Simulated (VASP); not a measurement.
# Mg8HO8 (a cell with a defect) in VASP: notebook

Runs on Mg8HO8 (a cell with a defect). Level: PBE. Tasks: single point.

Everything below comes from runs of VASP 6.6.1. Logs are shortened: lines on timing, memory, paths and dates and some standing lists are left out, and cuts for length are marked.

### 1 The cell of the first run

The cell holds a defect, 17 atoms: a = 5.466 Å, b = 5.466 Å, c = 5.466 Å, α = 60.00°, β = 60.00°, γ = 60.00°.

### 2 Single point, PBE, collinear spin

Input file INCAR:

```
SYSTEM = Mg8HO8
PREC     = Accurate       ! precision mode
ENCUT    = 520            ! plane-wave cutoff, eV
EDIFF    = 1E-6           ! SCF threshold, eV
ISMEAR   = -1             ! smearing method
SIGMA    = 0.05           ! smearing width, eV
LREAL    = Auto         
LASPH    = .TRUE.         ! aspherical terms in the spheres
NELM     = 150            ! most SCF steps
ALGO     = Normal         ! electronic algorithm
ISIF     = 2              ! what is computed and relaxed
LWAVE    = .FALSE.        ! write WAVECAR
LCHARG   = .FALSE.        ! write CHGCAR
ISPIN    = 2              ! spin polarisation
MAGMOM   = 0 0 0 0 0 0 0 0 0.08 0 0.08 0.08 0 0 0.08 0 0.32 ! initial moments
LORBIT   = 11             ! projections on sites
GGA      = PE             ! functional
NBANDS   = 50             ! bands
```

Input file KPOINTS:

```
Automatic mesh
0
G
  2 2 2
  0 0 0
```

Input file POSCAR:

```
Mg8HO8
1.0
    0.0000000000      3.8650000000      3.8650000000
    3.8650000000      0.0000000000      3.8650000000
    3.8650000000      3.8650000000      0.0000000000
Mg O H
8 8 1
Direct
    0.0043337646      0.0002716688     -0.0157956016
    0.0020569211      0.0050064683      0.4896119017
    0.0008150065      0.4973738680     -0.0052910737
   -0.0070245796      0.5009702458      0.5071021992
    0.4923932730     -0.0019663648     -0.0028719276
    0.5134023286     -0.0034670116      0.5006727038
    0.4975937904      0.5011642950      0.0140232859
    0.4885769728      0.5040750323      0.5110090556
    0.2294178525      0.2611642950      0.2529107374
    0.2446701164      0.2553040103      0.7427037516
    0.2520051746      0.7467270375      0.2574644243
    0.2531435964      0.7368434670      0.7655886158
    0.7553040103      0.2525097025      0.2416946960
    0.7387192755      0.2505433376      0.7471798189
    0.7755627426      0.7360543338      0.2494825356
    0.7569340233      0.7596248383      0.7525614489
    0.3864165589      0.8815265201      0.3717723157
```

Potentials or basis: VASP PAW PBE potentials, release 64 (Mg, O, H).

Command:

```sh
cat potpaw_PBE.64/Mg/POTCAR potpaw_PBE.64/O/POTCAR potpaw_PBE.64/H/POTCAR > POTCAR
mpirun -np 1 vasp_std > vasp.out
```

OUTCAR:

```text
SYSTEM = Mg8HO8
   PREC = Accurate
   ENCUT = 520
   EDIFF = 1E-6
   ISMEAR = -1
   LREAL = Auto
   LASPH = .TRUE.
   NELM = 150
   ISIF = 2
   ISPIN = 2
   LORBIT = 11
   GGA = PE

 ion  position               nearest neighbor table
   1  0.004  0.000  0.984-  12 1.87  15 1.91  10 1.92  14 1.94  13 1.97  11 2.01   4 2.67   2 2.70
                             5 2.70   6 2.71   7 2.72   3 2.73   3 2.74   6 2.76   7 2.76   2 2.77
   2  0.002  0.005  0.490-  17 1.72   9 1.87  11 1.90  16 1.90  13 1.91  14 1.95  12 2.04   6 2.66
                             5 2.69   1 2.70   3 2.70   8 2.70   4 2.73   4 2.74   3 2.77   8 2.77
   3  0.001  0.497  0.995-  16 1.88   9 1.88  13 1.90  12 1.90  10 1.91  15 1.91   8 2.66   4 2.68
                             7 2.69   2 2.70   5 2.71   1 2.73   1 2.74   5 2.76   2 2.77   7 2.78
   4  0.993  0.501  0.507-  15 1.84  10 1.88   9 1.91  16 1.95  11 1.95  14 1.95   6 2.67   1 2.67
                             3 2.68   7 2.73   8 2.73   2 2.73   2 2.74   8 2.74   7 2.74   3 2.79
   5  0.492  0.998  0.997-  17 1.68  16 1.87  11 1.90  14 1.93  10 1.94   9 2.01  15 2.07   7 2.66
                             6 2.66   2 2.69   1 2.70   3 2.71   8 2.71   8 2.76   3 2.76   1 2.77
   6  0.513  0.997  0.501-  17 1.66  16 1.92  13 1.93  10 1.94  15 1.98  12 2.01   9 2.06   5 2.66
                             2 2.66   4 2.67   7 2.71   1 2.71   8 2.73   8 2.74   1 2.76   7 2.76
   7  0.498  0.501  0.014-  13 1.88  11 1.89  12 1.91   9 1.97  16 2.00  14 2.00   5 2.66   3 2.69
                             8 2.70   6 2.71   1 2.72   4 2.73   4 2.74   1 2.76   6 2.76   8 2.77
   8  0.489  0.504  0.511-  17 1.69  14 1.88  12 1.89  11 1.89  10 1.91  15 2.01  13 2.01   3 2.66
                             7 2.70   2 2.70   5 2.71   4 2.73   6 2.73   6 2.74   4 2.74   5 2.76
   9  0.229  0.261  0.253-   2 1.87   3 1.88   4 1.91   7 1.97   5 2.01   6 2.06
  10  0.245  0.255  0.743-   4 1.88   8 1.91   3 1.91   1 1.92   6 1.94   5 1.94
  11  0.252  0.747  0.257-   7 1.89   8 1.89   2 1.90   5 1.90   4 1.95   1 2.01
  12  0.253  0.737  0.766-   1 1.87   8 1.89   3 1.90   7 1.91   6 2.01   2 2.04
  13  0.755  0.253  0.242-   7 1.88   3 1.90   2 1.91   6 1.93   1 1.97   8 2.01
  14  0.739  0.251  0.747-   8 1.88   5 1.93   1 1.94   2 1.95   4 1.95   7 2.00
  15  0.776  0.736  0.249-   4 1.84   1 1.91   3 1.91   6 1.98   8 2.01   5 2.07
  16  0.757  0.760  0.753-   5 1.87   3 1.88   2 1.90   6 1.92   4 1.95   7 2.00
  17  0.386  0.882  0.372-   6 1.66   5 1.68   8 1.69   2 1.72

  LATTYP: Found a face centered cubic cell.
 ALAT       =     7.7300000000

  Lattice vectors:

 A1 = (   0.0000000000,   3.8650000000,   3.8650000000)
 A2 = (   3.8650000000,   0.0000000000,   3.8650000000)
 A3 = (   3.8650000000,   3.8650000000,   0.0000000000)

Analysis of symmetry for initial positions (statically):
=====================================================================
 Subroutine PRICEL returns:
 Original cell was already a primitive cell.

 Routine SETGRP: Setting up the symmetry group for a
 face centered cubic supercell.

 Subroutine GETGRP returns: Found  1 space group operations
 (whereof  1 operations were pure point group operations)
 out of a pool of 48 trial point group operations.

The static configuration has the point symmetry C_1 .

Analysis of symmetry for dynamics (positions and initial velocities):
=====================================================================
 Subroutine PRICEL returns:
 Original cell was already a primitive cell.

 Routine SETGRP: Setting up the symmetry group for a
 face centered cubic supercell.

 Subroutine GETGRP returns: Found  1 space group operations
 (whereof  1 operations were pure point group operations)
 out of a pool of 48 trial point group operations.

The dynamic configuration has the point symmetry C_1 .

Analysis of structural, dynamic, and magnetic symmetry:
=====================================================================
 Subroutine PRICEL returns:
 Original cell was already a primitive cell.

 Routine SETGRP: Setting up the symmetry group for a
 face centered cubic supercell.

 Subroutine GETGRP returns: Found  1 space group operations
 (whereof  1 operations were pure point group operations)
 out of a pool of 48 trial point group operations.

The overall configuration has the point symmetry C_1 .

 Subroutine INISYM returns: Found  1 space group operations
 (whereof  1 operations are pure point group operations),
 and found     1 'primitive' translations

----------------------------------------------------------------------------------------

                                     Primitive cell

  volume of cell :     115.4725

[... 96 lines left out ...]
   LNONCOLLINEAR =      F non collinear calculations
   LSORBIT =      F    spin-orbit coupling
   LASPH  =      T    aspherical Exc in radial PAW
   ENCUT  =  520.0 eV  38.22 Ry    6.18 a.u.  10.16 10.16 10.16*2*pi/ulx,y,z
   NELM   =    150;   NELMIN=  2; NELMDL= -5     # of ELM steps
   EDIFF  = 0.1E-05   stopping-criterion for ELM
   LREAL  =      T    real-space projection
   EDIFFG = 0.1E-04   stopping-criterion for IOM
   NSW    =      0    number of steps for IOM
   IBRION =     -1    ionic relax: 0-MD 1-quasi-New 2-CG
   NFREE  =      0    steps in history (QN), initial steepest desc. (CG)
   ISIF   =      2    stress and relaxation
   ISYM   =      2    0-nonsym 1-usesym 2-fastsym
   POTIM  = 0.5000    time-step for ionic-motion
   TEBEG  =    0.0;   TEEND  =   0.0 temperature during run
   PSTRESS=    0.0 pullay stress
   NELECT =      65.0000    total number of electrons
   NUPDOWN=      -1.0000    fix difference up-down
   EMIN   =  10.00;   EMAX   =-10.00  energy-range for DOS
   EFERMI =   0.00;   METHOD = LEGACY
   ISMEAR =    -1;   SIGMA  =   0.05  broadening in eV -4-tet -1-fermi 0-gaus
   EFERMI_NEDOS =   21; number of points for ismear=-14 and -15
   IALGO  =     38    algorithm
   IMIX   =      4    mixing-type and parameters
     AMIX     =   0.40;   BMIX     =  1.00
     AMIX_MAG =   1.60;   BMIX_MAG =  1.00
  volume/ion in A,a.u.               =       6.79        45.84
  Fermi-wavevector in a.u.,A,eV,Ry     =   1.351719  2.554379 24.859811  1.827145
  Thomas-Fermi vector in A             =   2.479118
   LORBIT       =     11    0 simple, 1 ext, 2 COOP (PROOUT), +10 PAW based schemes
   GGA     = PE    functional components
   LHFCALC =     F    Hartree Fock is set to
   AEXX    =    0.0000 exact exchange contribution
   IVDW    =     0    specifies the selected vdW correction
   LEPSILON=     F    determine dielectric tensor
   LRPA    =     F    only Hartree local field effects (RPA)
 spin polarized calculation
  energy-cutoff  :      520.00
  volume of cell :      115.47
 maximum number of plane-waves:      3138
 NGX is ok and might be reduce to    42
   NGX = 21   NGY = 21   NGZ = 21

 number of electron      64.9999999 magnetization       0.7501643

 Free energy of the ion-electron system (eV)
  ---------------------------------------------------
  ext. energy  EPLUGINS =         0.00000000
  ---------------------------------------------------
  free energy    TOTEN  =       -85.00396695 eV

  energy without entropy =      -84.99474785  energy(sigma->0) =      -84.99935740

 E-fermi :   9.9855     XC(G=0): -12.4593

 val. band max:        9.9366382646   @ k =   0.0000   0.5000   0.5000
 cond. band min:      10.0192900847   @ k =   0.5000   0.0000   0.5000
 fundamental gap:      0.0826518200
 Fermi energy:         9.9855252958

 spin component 1

 k-point     1 :       0.0000    0.0000    0.0000
  band No.  band energies     occupation
      1     -13.4466      1.00000
      2     -11.4602      1.00000
      3     -11.3932      1.00000
      4     -11.3198      1.00000
      5     -11.2768      1.00000
      6     -10.9271      1.00000
[... 365 lines left out ...]
     43      18.6497      0.00000
     44      18.7451      0.00000
 Fermi energy:         9.9855252958

 spin component 2

 k-point     1 :       0.0000    0.0000    0.0000
  band No.  band energies     occupation
      1     -13.3731      1.00000
      2     -11.3965      1.00000
      3     -11.3679      1.00000
      4     -11.2475      1.00000
      5     -11.2258      1.00000
      6     -10.8600      1.00000
[... 365 lines left out ...]
     43      18.6711      0.00000
     44      18.7595      0.00000
 [bands above 44 left out]

------------------------ aborting loop because EDIFF is reached ----------------------------------------

  FORCE on cell =-STRESS in cart. coord.  units (eV):
  Direction    XX          YY          ZZ          XY          YZ          ZX
  --------------------------------------------------------------------------------------
  -------------------------------------------------------------------------------------
  Total       64.3867846     66.4634388     63.8259550     -0.3908858     -0.3206551      0.2646543
  in kB      893.3647852    922.1783029    885.5832914     -5.4235289     -4.4490797      3.6720701
  external PRESSURE =     900.3754598 kB  Pullay stress =       0.0000000 kB

 VOLUME and BASIS-vectors are now :
 -----------------------------------------------------------------------------
  energy-cutoff  :      520.00
  volume of cell :      115.47
      direct lattice vectors                 reciprocal lattice vectors
     0.000000000  3.865000000  3.865000000    -0.129366106  0.129366106  0.129366106
     3.865000000  0.000000000  3.865000000     0.129366106 -0.129366106  0.129366106
     3.865000000  3.865000000  0.000000000     0.129366106  0.129366106 -0.129366106

 POSITION                                       TOTAL-FORCE (eV/Angst)
 -----------------------------------------------------------------------------------
      3.80500      3.82070      0.01780         0.917779      0.346703     -0.603198
      1.91170      1.90030      0.02730         0.965540      0.350595     -0.493192
      5.76690      3.84770      1.92550         0.705164      0.383621      0.152343
      3.89620      5.79780      5.77410        -0.250487      0.069863      0.038884
      7.71130      5.75700      5.76050         0.777065      0.590222      1.184267
      5.78670      3.91940      5.83590         0.065750     -0.668292     -0.052075
[... 9 lines left out ...]
      5.84460      5.83420      5.86150        -0.912839     -0.701248     -1.237668
      4.84400      2.93040      4.90060         0.090109      0.143566      0.147691
 -----------------------------------------------------------------------------------
    total drift:                                0.004291      0.003286      0.007366

  FREE ENERGIE OF THE ION-ELECTRON SYSTEM (eV)
  ---------------------------------------------------
  free  energy   TOTEN  =       -85.0039669544 eV

  energy  without entropy=      -84.9947478501  energy(sigma->0) =      -84.99935740

 total charge

# of ion       s       p       d       tot
------------------------------------------
    1        0.196   0.285   0.151   0.633
    2        0.199   0.299   0.166   0.664
    3        0.204   0.308   0.169   0.681
    4        0.202   0.299   0.162   0.663
    5        0.196   0.289   0.157   0.642
    6        0.192   0.279   0.150   0.621
[... 9 lines left out ...]
   16        1.555   3.746   0.000   5.301
   17        0.632   0.032   0.000   0.664
--------------------------------------------------
tot         14.692  32.168   1.271  48.131

 magnetization (x)

# of ion       s       p       d       tot
------------------------------------------
    1        0.000   0.001   0.001   0.002
    2       -0.001   0.000   0.004   0.003
    3        0.001   0.001   0.002   0.003
    4        0.001   0.001   0.002   0.003
    5       -0.000   0.002   0.005   0.006
    6        0.000   0.003   0.006   0.009
[... 9 lines left out ...]
   16       -0.000  -0.000   0.000  -0.001
   17        0.246   0.002   0.000   0.249
--------------------------------------------------
tot          0.277   0.282   0.025   0.584
```

Run time: 7.2 min. Hardware: 1 thread of Intel Xeon 8259CL, shared host; peak memory 0.34 GiB.

Results:

```
Free energy                                           : -85.0040 eV
Pressure                                              : 90.0 GPa
Largest force                                         : 2.475 eV/Å
Net moment                                            : 0.75 μB per cell
Site moments                                          : Mg +0.00, +0.01 (each value once); O +0.09, -0.00, +0.07, +0.08 (each value once); H +0.25 μB
Valence electrons inside the program's atomic spheres : Mg 0.63, 0.66, 0.68, 0.64, 0.62 (each value once); O 5.27, 5.30, 5.29, 5.28, 5.26 (each value once); H 0.66
```

Forces on the atoms (eV/Å):
```
Mg   0.918  0.347 -0.603
Mg   0.966  0.351 -0.493
Mg   0.705  0.384  0.152
Mg  -0.250  0.070  0.039
Mg   0.777  0.590  1.184
Mg   0.066 -0.668 -0.052
Mg  -1.098 -0.577 -0.389
Mg  -1.396  0.599  0.639
O   -0.098  0.662  1.924
O   -0.412  0.733 -0.360
O   -1.152 -1.913 -1.068
O    0.783  0.042  0.347
O    0.100 -0.025 -0.739
O    0.622  1.097  0.331
O    0.294 -1.135  0.178
O   -0.913 -0.701 -1.238
H    0.090  0.144  0.148
```

Caveat: the k points lie up to 0.70 Å⁻¹ apart.

### 3 Single point, PBE, collinear spin

Input file INCAR:

```
ALGO = Normal
EDIFF = 1E-7
ENCUT = 520
GGA = PE
ISIF = 2
ISMEAR = -1
ISPIN = 2
LASPH = T
LCHARG = T
LELF = T
LORBIT = 11
LREAL = Auto
LVHAR = T
LWAVE = F
MAGMOM = 0 0 0 0 0 0 0 0 0 0 0 0 0 0 0 0 1
NBANDS = 50
NELM = 150
PREC = Accurate
SIGMA = 0.05
```

Input file KPOINTS:

```
k-points
0
Gamma
  2 2 2
```

Input file POSCAR:

```
Mg8HO8
1.0
    0.0000000000      3.8650000000      3.8650000000
    3.8650000000      0.0000000000      3.8650000000
    3.8650000000      3.8650000000      0.0000000000
Mg O H
8 8 1
Direct
   -0.0123415265      0.0059249677      0.0110996119
   -0.0232729625     -0.0061966365      0.5273868047
    0.0144760673      0.5062225097     -0.0160802070
   -0.0224579560      0.4958861578      0.5036739974
    0.5132600259     -0.0025485123     -0.0007373868
    0.4970892626      0.0010737387      0.4973738680
    0.5073609314      0.4954075032     -0.0025226391
    0.5111254851      0.4993531695      0.4978525226
    0.2520439845      0.2536998706      0.2446183700
    0.2734799483      0.2596119017      0.7507115136
    0.2309831824      0.7353557568      0.2553298836
    0.2427296248      0.7579689521      0.7524838292
    0.7532082794      0.2606338939      0.2521474774
    0.7527425614      0.2506727038      0.7421345408
    0.7667658473      0.7493790427      0.2425743855
    0.7469081501      0.7446054334      0.7386287193
    0.3451875809      0.8733635188      0.3895084088
```

Potentials or basis: VASP PAW PBE potentials, release 64 (Mg, O, H).

Command:

```sh
cat potpaw_PBE.64/Mg/POTCAR potpaw_PBE.64/O/POTCAR potpaw_PBE.64/H/POTCAR > POTCAR
mpirun -np 1 vasp_std > vasp.out
```

Run time: 13 min. Hardware: 1 thread of Intel Xeon 8259CL, shared host; peak memory 0.34 GiB.

The run converged. Its results:

```
Free energy                                           : -84.3630 eV
Pressure                                              : 91.6 GPa
Largest force                                         : 3.670 eV/Å
Net moment                                            : 0.75 μB per cell
Site moments                                          : Mg +0.00, +0.01 (each value once); O +0.07, -0.00, +0.09, +0.05 (each value once); H +0.24 μB
Valence electrons inside the program's atomic spheres : Mg 0.64, 0.68, 0.66, 0.69, 0.63 (each value once); O 5.26, 5.27, 5.24, 5.28, 5.34, 5.31 (each value once); H 0.66
```

Forces in eV/Å, atoms in the order of the input:
```
Mg  -0.546  0.880  2.050
Mg  -2.366 -1.187  1.610
Mg   0.459  0.393 -1.453
Mg  -1.086  2.336  2.615
Mg   0.060 -0.727 -1.981
Mg   1.150 -0.140  0.655
Mg   1.322 -0.365 -0.608
Mg   0.081 -1.714 -0.183
O    0.967 -0.439  0.422
O   -1.294 -1.608 -2.686
O   -0.249  0.282  1.114
O    1.157  1.665 -0.372
O   -1.074 -0.404 -0.335
O    1.302  1.285 -0.736
O   -0.475 -1.088 -0.497
O    1.461  1.093 -0.261
H   -0.868 -0.260  0.645
```

Stress tensor (GPa, compression positive):
```
90.09 -0.38 -0.25
-0.38 90.35 -0.57
-0.25 -0.57 94.25
```

Levels at points of the mesh, in eV from the Fermi level:
Spin up:
| k point | band 31 | band 32 | band 33 | band 34 | band 35 | band 36 |
| --- | --- | --- | --- | --- | --- | --- |
| (0.00, 0.00, 0.00) | -4.61 | -4.58 | -1.83 | 3.00 | 4.08 | 4.36 |
| (0.50, 0.00, 0.00) | -4.88 | -4.83 | -0.65 | 4.67 | 5.33 | 5.83 |
| (0.00, 0.50, 0.00) | -5.12 | -5.03 | -0.50 | 4.74 | 5.04 | 6.01 |
| (0.00, 0.00, 0.50) | -4.99 | -4.92 | -0.45 | 4.67 | 5.21 | 5.78 |
| (0.50, 0.50, 0.50) | -4.97 | -4.83 | -0.28 | 4.90 | 5.04 | 5.94 |
| (0.50, 0.50, 0.00) | -5.27 | -5.23 | 0.02 | 6.05 | 6.08 | 6.47 |
| (0.00, 0.50, 0.50) | -5.44 | -5.01 | -0.05 | 5.96 | 6.11 | 6.37 |
| (0.50, 0.00, 0.50) | -5.37 | -5.17 | -0.08 | 6.01 | 6.27 | 6.54 |
Spin down:
| k point | band 29 | band 30 | band 31 | band 32 | band 33 | band 34 | band 35 | band 36 |
| --- | --- | --- | --- | --- | --- | --- | --- | --- |
| (0.00, 0.00, 0.00) | -5.48 | -4.58 | -4.50 | -4.48 | -0.55 | 3.04 | 4.09 | 4.37 |
| (0.50, 0.00, 0.00) | -5.56 | -5.49 | -4.75 | -4.72 | 0.61 | 4.69 | 5.37 | 5.85 |
| (0.00, 0.50, 0.00) | -5.14 | -5.11 | -5.03 | -4.93 | 0.75 | 4.75 | 5.08 | 6.02 |
| (0.00, 0.00, 0.50) | -5.36 | -5.31 | -4.91 | -4.76 | 0.81 | 4.69 | 5.25 | 5.79 |
| (0.50, 0.50, 0.50) | -5.37 | -5.34 | -4.94 | -4.79 | 0.97 | 4.92 | 5.07 | 5.97 |
| (0.50, 0.50, 0.00) | -5.61 | -5.32 | -5.20 | -5.15 | 1.29 | 6.07 | 6.12 | 6.50 |
| (0.00, 0.50, 0.50) | -5.61 | -5.46 | -5.29 | -4.97 | 1.21 | 5.99 | 6.13 | 6.39 |
| (0.50, 0.00, 0.50) | -5.52 | -5.42 | -5.32 | -4.98 | 1.19 | 6.04 | 6.31 | 6.56 |

Caveat: the k points lie up to 0.70 Å⁻¹ apart; the atoms stand as in a frame of molecular dynamics.
